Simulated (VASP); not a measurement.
Wanted: the native input for a VASP 6.6.1 run.

| Property | Result |
| --- | --- |
| Task | single point |
| Functional | LDA |
| Potentials or basis | VASP PAW LDA potentials, release 64 (La, Bi_d) |
| Cutoff | 520 eV |
| k mesh | 9 × 9 × 9 |
| Occupations | fermi-dirac, width 0.05 eV |
| Spin | no spin polarisation |
| Dipole correction | no |
| Further INCAR settings | ALGO = Normal; EDIFF = 1e-07; NBANDS = 20 |

The structure of LaBi lies in POSCAR:

```
LaBi
1.0
    0.0000000000      3.1707561752      3.1707561752
    3.1707561752      0.0000000000      3.1707561752
    3.1707561752      3.1707561752      0.0000000000
La Bi
1 1
Direct
    0.0000000000      0.0000000000      0.0000000000
    0.5000000000      0.5000000000      0.5000000000
```

These files were run (other wordings do the same):

INCAR

```
  PREC = Accurate
  ENCUT = 520
  EDIFF = 1E-7
  ISMEAR = -1
  SIGMA = 0.05
  LREAL = F
  LASPH = T
  NELM = 60
  ALGO = Normal
  ISIF = 2
  LWAVE = F
  LCHARG = T
  GGA = CA
  LELF = T
  LVHAR = T
  NBANDS = 20
```

KPOINTS

```
regular mesh
0
Gamma
  9 9 9
```

Potentials or basis: VASP PAW LDA potentials, release 64 (La, Bi_d).

Command:

```bash
$ cat potpaw_LDA.64/La/POTCAR potpaw_LDA.64/Bi_d/POTCAR > POTCAR
$ mpirun -np 1 vasp_std > vasp.out
```

Results of the run:

The pressure is 5.0 GPa. The band gap on the k mesh is zero (bands 13 and 14 overlap by 0.49 eV).

Caveat: the cell stands under pressure; spin-orbit coupling is left out, which moves the levels of the heavy elements.

Run time: 21 s on 1 thread of Intel(R) Xeon(R) 6975P-C (Granite Rapids), on a shared host, peak memory 0.21 GiB.
